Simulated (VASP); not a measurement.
# Al (P6_3/mmc) in VASP: further runs, part 2 of 2

VASP 6.6.1. Earlier steps stand in the parts before.

**4. Single point, PBEsol (strain -0.025 along x and y, +0.000 along z)**

Input file INCAR:

```
SYSTEM = Al
PREC = Accurate
ENCUT = 520
EDIFF = 1E-6
ISMEAR = 0
SIGMA = 0.15
LREAL = .False.
LASPH = .True.
NELM = 80
ALGO = Fast
ISIF = 2
LWAVE = .False.
LCHARG = .False.
GGA = PS
NBANDS = 10
```

Input file KPOINTS:

```
regular mesh
0
Gamma
  24 24 14
  0 0 0
```

Input file POSCAR:

```
Al
1.0
    2.7788184262      0.0000000000      0.0000000000
   -1.3894092131      2.4065273496      0.0000000000
    0.0000000000      0.0000000000      4.6373162797
Al
2
Direct
    0.6666666667      0.3333333333      0.7500000000
    0.3333333333      0.6666666667      0.2500000000
```

Potentials or basis: VASP PAW PBE potentials, release 64 (Al).

On the command line:

```
$ cat potpaw_PBE.64/Al/POTCAR > POTCAR
$ mpirun -np 1 vasp_std > vasp.out
```

OUTCAR:

```text
SYSTEM = Al
   PREC = Accurate
   ENCUT = 520
   EDIFF = 1E-6
   ISMEAR = 0
   LREAL = .False.
   LASPH = .True.
   NELM = 80
   ISIF = 2
   GGA = PS

 ion  position               nearest neighbor table
   1  0.667  0.333  0.750-   2 2.82   2 2.82   2 2.82   2 2.82   2 2.82   2 2.82
   2  0.333  0.667  0.250-   1 2.82   1 2.82   1 2.82   1 2.82   1 2.82   1 2.82

  LATTYP: Found a hexagonal cell.
 ALAT       =     2.7788184262
 C/A-ratio  =     1.6688086692

  Lattice vectors:

 A1 = (   2.7788184262,   0.0000000000,   0.0000000000)
 A2 = (  -1.3894092131,   2.4065273496,   0.0000000000)
 A3 = (   0.0000000000,   0.0000000000,   4.6373162797)

Analysis of symmetry for initial positions (statically):
=====================================================================
 Subroutine PRICEL returns:
 Original cell was already a primitive cell.

 Routine SETGRP: Setting up the symmetry group for a
 hexagonal supercell.

 Subroutine GETGRP returns: Found 24 space group operations
 (whereof 12 operations were pure point group operations)
 out of a pool of 24 trial point group operations.

The static configuration has the point symmetry D_3d.
 The point group associated with its full space group is D_6h.

Analysis of symmetry for dynamics (positions and initial velocities):
=====================================================================
 Subroutine PRICEL returns:
 Original cell was already a primitive cell.

 Routine SETGRP: Setting up the symmetry group for a
 hexagonal supercell.

 Subroutine GETGRP returns: Found 24 space group operations
 (whereof 12 operations were pure point group operations)
 out of a pool of 24 trial point group operations.

The dynamic configuration has the point symmetry D_3d.
 The point group associated with its full space group is D_6h.

 Subroutine INISYM returns: Found 24 space group operations
 (whereof 12 operations are pure point group operations),
 and found     1 'primitive' translations

----------------------------------------------------------------------------------------

                                     Primitive cell

  volume of cell :      31.0111

  direct lattice vectors                    reciprocal lattice vectors
     2.778818426  0.000000000  0.000000000     0.359865182  0.207768260  0.000000000
    -1.389409213  2.406527350  0.000000000     0.000000000  0.415536520  0.000000000
     0.000000000  0.000000000  4.637316280     0.000000000  0.000000000  0.215641966

  length of vectors
     2.778818426  2.778818426  4.637316280     0.415536520  0.415536520  0.215641966

  position of ions in fractional coordinates (direct lattice)
     0.666666667  0.333333333  0.750000000
     0.333333333  0.666666667  0.250000000

  ion indices of the primitive-cell ions
   primitive index   ion index
                 1           1
                 2           2

----------------------------------------------------------------------------------------

 KPOINTS: regular mesh

Automatic generation of k-mesh.
 Grid dimensions read from file:
 generate k-points for:   24   24   14

 Generating k-lattice:

  Cartesian coordinates                     Fractional coordinates (reciprocal lattice)
     0.014994383  0.008657011  0.000000000     0.041666667  0.000000000  0.000000000
     0.000000000  0.017314022  0.000000000     0.000000000  0.041666667  0.000000000
     0.000000000  0.000000000  0.015402998     0.000000000  0.000000000  0.071428571

  Length of vectors
     0.017314022  0.017314022  0.015402998

  Shift w.r.t. Gamma in fractional coordinates (k-lattice)
     0.000000000  0.000000000  0.000000000

 Subroutine IBZKPT returns following result:
 ===========================================

 Found    488 irreducible k-points:

 Following reciprocal coordinates:
            Coordinates               Weight
  0.000000  0.000000  0.000000      1.000000
  0.041667  0.000000  0.000000      6.000000
  0.083333  0.000000  0.000000      6.000000
  0.125000  0.000000  0.000000      6.000000
  0.166667  0.000000  0.000000      6.000000
  0.208333  0.000000  0.000000      6.000000
[... 16 lines left out ...]
  0.416667  0.041667  0.000000     12.000000
  0.458333  0.041667  0.000000     12.000000
 [... further k-points ...]
   k-points           NKPTS =    488   k-points in BZ     NKDIM =    488   number of bands    NBANDS=     10
   number of dos      NEDOS =    301   number of ions     NIONS =      2
   total plane-waves  NPLWV =  20736
   dimension x,y,z NGX =    24 NGY =   24 NGZ =   36
   dimension x,y,z NGXF=    48 NGYF=   48 NGZF=   72
   ions per type =               2
   NGX,Y,Z   is equivalent  to a cutoff of  14.36, 14.36, 12.91 a.u.
   NGXF,Y,Z  is equivalent  to a cutoff of  28.72, 28.72, 25.81 a.u.
 SYSTEM =  Al
   PREC   = accura    normal or accurate (medium, high low for compatibility)
   ISTART =      0    job   : 0-new  1-cont  2-samecut
   ICHARG =      2    charge: 1-file 2-atom 10-const
   ISPIN  =      1    spin polarized calculation?
   LNONCOLLINEAR =      F non collinear calculations
   LSORBIT =      F    spin-orbit coupling
   LASPH  =      T    aspherical Exc in radial PAW
   ENCUT  =  520.0 eV  38.22 Ry    6.18 a.u.   5.17  5.17  8.62*2*pi/ulx,y,z
   NELM   =     80;   NELMIN=  2; NELMDL= -5     # of ELM steps
   EDIFF  = 0.1E-05   stopping-criterion for ELM
   LREAL  =      F    real-space projection
   EDIFFG = 0.1E-04   stopping-criterion for IOM
   NSW    =      0    number of steps for IOM
   IBRION =     -1    ionic relax: 0-MD 1-quasi-New 2-CG
   NFREE  =      0    steps in history (QN), initial steepest desc. (CG)
   ISIF   =      2    stress and relaxation
   ISYM   =      2    0-nonsym 1-usesym 2-fastsym
   POTIM  = 0.5000    time-step for ionic-motion
   TEBEG  =    0.0;   TEEND  =   0.0 temperature during run
   PSTRESS=    0.0 pullay stress
   NELECT =       6.0000    total number of electrons
   NUPDOWN=      -1.0000    fix difference up-down
   EMIN   =  10.00;   EMAX   =-10.00  energy-range for DOS
   EFERMI =   0.00;   METHOD = LEGACY
   ISMEAR =     0;   SIGMA  =   0.15  broadening in eV -4-tet -1-fermi 0-gaus
   EFERMI_NEDOS =   21; number of points for ismear=-14 and -15
   IALGO  =     68    algorithm
   IMIX   =      4    mixing-type and parameters
     AMIX     =   0.40;   BMIX     =  1.00
     AMIX_MAG =   1.60;   BMIX_MAG =  1.00
  volume/ion in A,a.u.               =      15.51       104.64
  Fermi-wavevector in a.u.,A,eV,Ry     =   0.946861  1.789307 12.198234  0.896545
  Thomas-Fermi vector in A             =   2.074899
   LORBIT       =      0    0 simple, 1 ext, 2 COOP (PROOUT), +10 PAW based schemes
   GGA     = PS    functional components
   LHFCALC =     F    Hartree Fock is set to
   AEXX    =    0.0000 exact exchange contribution
   IVDW    =     0    specifies the selected vdW correction
   LEPSILON=     F    determine dielectric tensor
   LRPA    =     F    only Hartree local field effects (RPA)
 non-spin polarized calculation
 RMM-DIIS sequential band-by-band and
 Gauss-broadening in eV      SIGMA  =   0.15
  energy-cutoff  :      520.00
  volume of cell :       31.01
 maximum number of plane-waves:       852
 NGX is ok and might be reduce to    24
   NGX = 11   NGY = 11   NGZ = 17

 number of electron       6.0000000 magnetization

 Free energy of the ion-electron system (eV)
  ---------------------------------------------------
  ext. energy  EPLUGINS =         0.00000000
  ---------------------------------------------------
  free energy    TOTEN  =        -8.10063066 eV

  energy without entropy =       -8.09229116  energy(sigma->0) =       -8.09646091

 E-fermi :   8.6075     XC(G=0): -10.4867

 val. band max:        8.6056788526   @ k =   0.3750   0.2500   0.2857
 cond. band min:       8.6158725219   @ k =   0.2917   0.0417   0.2143
 fundamental gap:      0.0101936693
 Fermi energy:         8.6075213154

 k-point     1 :       0.0000    0.0000    0.0000
  band No.  band energies     occupation
      1      -2.9564      2.00000
      2       3.6500      2.00000
      3       3.8750      2.00000
      4      20.0581      0.00000
      5      20.0581      0.00000
      6      20.2056      0.00000
      7      20.2056      0.00000
      8      20.7120      0.00000
      9      22.9990      0.00000
     10      23.5567      0.00000
[... 287 lines left out ...]
 k-point    24 :       0.4583    0.0417    0.0000
  band No.  band energies     occupation
      1       2.8023      2.00000
      2       3.8079      2.00000
      3       9.0040      0.00019
      4       9.4661      0.00000
      5      10.2677      0.00000
      6      10.6078      0.00000
      7      14.0916      0.00000
      8      17.3400      0.00000
      9      19.8626      0.00000
     10      20.0449      0.00000

 [... further k-points ...]
[... 5 lines left out ...]
  --------------------------------------------------------------------------------------
  -------------------------------------------------------------------------------------
  Total        0.9474741      0.9474741      0.7876869      0.0000000     -0.0000000      0.0000000
  in kB       48.9508516     48.9508516     40.6955128      0.0000000     -0.0000000      0.0000000
  external PRESSURE =      46.1990720 kB  Pullay stress =       0.0000000 kB

 VOLUME and BASIS-vectors are now :
 -----------------------------------------------------------------------------
  energy-cutoff  :      520.00
  volume of cell :       31.01
      direct lattice vectors                 reciprocal lattice vectors
     2.778818426  0.000000000  0.000000000     0.359865182  0.207768260  0.000000000
    -1.389409213  2.406527350  0.000000000     0.000000000  0.415536520  0.000000000
     0.000000000  0.000000000  4.637316280     0.000000000  0.000000000  0.215641966

 POSITION                                       TOTAL-FORCE (eV/Angst)
 -----------------------------------------------------------------------------------
      1.38941      0.80218      3.47799         0.000000      0.000000      0.000000
     -0.00000      1.60435      1.15933        -0.000000      0.000000      0.000000
 -----------------------------------------------------------------------------------
    total drift:                                0.000000     -0.000000     -0.000000

  FREE ENERGIE OF THE ION-ELECTRON SYSTEM (eV)
  ---------------------------------------------------
  free  energy   TOTEN  =        -8.1006306621 eV

  energy  without entropy=       -8.0922911628  energy(sigma->0) =       -8.09646091
```

stdout:

```text
POSCAR found type information on POSCAR Al
 POSCAR found :  1 types and       2 ions
 scaLAPACK will be used
 -----------------------------------------------------------------------------
|                                                                             |
|                                                                             |
|     You enforced a specific xc type in the INCAR file but a different       |
|     I HOPE YOU KNOW WHAT YOU ARE DOING!                                     |
|                                                                             |
 -----------------------------------------------------------------------------

 LDA part: xc-table for (Slater+PW92), standard interpolation
 POSCAR, INCAR and KPOINTS ok, starting setup
 FFT: planning ... GRIDC
 FFT: planning ... GRID_SOFT
 FFT: planning ... GRID
 WAVECAR not read
 entering main loop
```

Run time: 3.1 min. Hardware: 1 thread of Intel Xeon 8259CL, shared host; peak memory 0.24 GiB.

Results:

| Property | Result |
| --- | --- |
| Free energy | -8.1006 eV |
| Pressure | 4.6 GPa |
| Band gap on the k mesh | zero (bands 3 and 4 overlap by 7.32 eV) |

Stress tensor (GPa, compression positive):
```
4.90 0.00 0.00
0.00 4.90 0.00
0.00 0.00 4.07
```

Levels at points of the mesh, in eV from the Fermi level:
| k point | band 1 | band 2 | band 3 | band 4 | band 5 | band 6 | band 7 |
| --- | --- | --- | --- | --- | --- | --- | --- |
| (0.00, 0.00, 0.00) | -11.56 | -4.96 | -4.73 | 11.45 | 11.45 | 11.60 | 11.60 |
| (0.50, 0.00, 0.00) | -5.38 | -5.31 | 0.60 | 1.05 | 1.38 | 1.77 | 6.16 |
| (0.00, 0.00, 0.50) | -9.85 | -9.85 | 3.16 | 3.16 | 12.46 | 12.46 | 12.46 |
| (0.50, 0.00, 0.50) | -4.08 | -4.08 | -3.24 | -3.24 | 7.61 | 7.61 | 7.68 |

Caveat: the cell differs from its parent crystal (strain -0.025 along x and y, +0.000 along z); the cell stands under pressure; the PAW data sets were made with another functional, which shifts forces and pressure a little.

**5. Single point, PBEsol (strain +0.000 along x and y, -0.025 along z)**

Input file INCAR:

```
SYSTEM = Al
  PREC = Accurate
  ENCUT = 520
  EDIFF = 1E-6
  ISMEAR = 0
  SIGMA = 0.15
  LREAL = .FALSE.
  LASPH = .TRUE.
  NELM = 100
  ALGO = Fast
  ISIF = 2
  LWAVE = .FALSE.
  LCHARG = .FALSE.
  GGA = PS
  NBANDS = 10
```

Input file KPOINTS:

```
Automatic mesh
0
G
  24 24 14
  0 0 0
```

Input file POSCAR:

```
Al
1.0
    2.8500701807      0.0000000000      0.0000000000
   -1.4250350903      2.4682331791      0.0000000000
    0.0000000000      0.0000000000      4.5213833727
Al
2
Direct
    0.6666666667      0.3333333333      0.7500000000
    0.3333333333      0.6666666667      0.2500000000
```

On the command line:

```
$ cat potpaw_PBE.64/Al/POTCAR > POTCAR
$ mpirun -np 1 vasp_std > vasp.out
```

It took 3.2 min on 1 thread of Intel Xeon 8259CL, shared host; peak memory 0.24 GiB.

It converged, with:

```yaml
Free_energy: -8.1092 eV
Pressure: 2.3 GPa
Band_gap_on_the_k_mesh: zero (bands 3 and 4 overlap by 8.01 eV)
```

Stress tensor (GPa, compression positive):
```
1.34 0.00 0.00
0.00 1.34 0.00
0.00 0.00 4.21
```

Levels at points of the mesh, in eV from the Fermi level:
| k point | band 1 | band 2 | band 3 | band 4 | band 5 | band 6 | band 7 | band 8 |
| --- | --- | --- | --- | --- | --- | --- | --- | --- |
| (0.00, 0.00, 0.00) | -11.39 | -4.58 | -4.07 | 10.38 | 10.38 | 10.79 | 10.79 | 12.54 |
| (0.50, 0.00, 0.00) | -5.56 | -5.36 | 0.62 | 1.47 | 1.50 | 2.04 | 5.40 | 7.29 |
| (0.00, 0.00, 0.50) | -9.60 | -9.60 | 4.07 | 4.07 | 11.66 | 11.66 | 11.66 | 11.66 |
| (0.50, 0.00, 0.50) | -4.08 | -4.08 | -3.32 | -3.32 | 6.94 | 6.94 | 7.67 | 7.67 |

Caveat: the cell differs from its parent crystal (strain +0.000 along x and y, -0.025 along z); the PAW data sets were made with another functional, which shifts forces and pressure a little.

**6. Summary**

| cell | further INCAR settings | gap on the mesh (eV) | pressure (GPa) |
| --- | --- | --- | --- |
| a = 2.708, b = 2.708, c = 4.869 Å, angles 90.0, 90.0, 120.0°, 2 atoms | ALGO = Fast; EDIFF = 1e-07; NBANDS = 10 | none | 6.0 |
| a = 2.850, b = 2.850, c = 4.405 Å, angles 90.0, 90.0, 120.0°, 2 atoms | ALGO = Fast; EDIFF = 1e-07; NBANDS = 10 | none | 5.0 |
| a = 2.779, b = 2.779, c = 4.637 Å, angles 90.0, 90.0, 120.0°, 2 atoms | ALGO = Fast; EDIFF = 1e-06; NBANDS = 10 | none | 4.6 |
| a = 2.850, b = 2.850, c = 4.521 Å, angles 90.0, 90.0, 120.0°, 2 atoms | ALGO = Fast; EDIFF = 1e-06; NBANDS = 10 | none | 2.3 |

Alike in all rows: task single point; level PBEsol; potentials or basis VASP PAW PBE potentials, release 64 (Al); no spin polarisation; k mesh 24 × 24 × 14; cutoff (eV) 520; smearing gaussian 0.15 eV.

Caveats: the PAW data sets were made with another functional, which shifts forces and pressure a little; the cell stands under pressure (at least some runs).

Absolute energies hang on the potentials; compare differences alone.
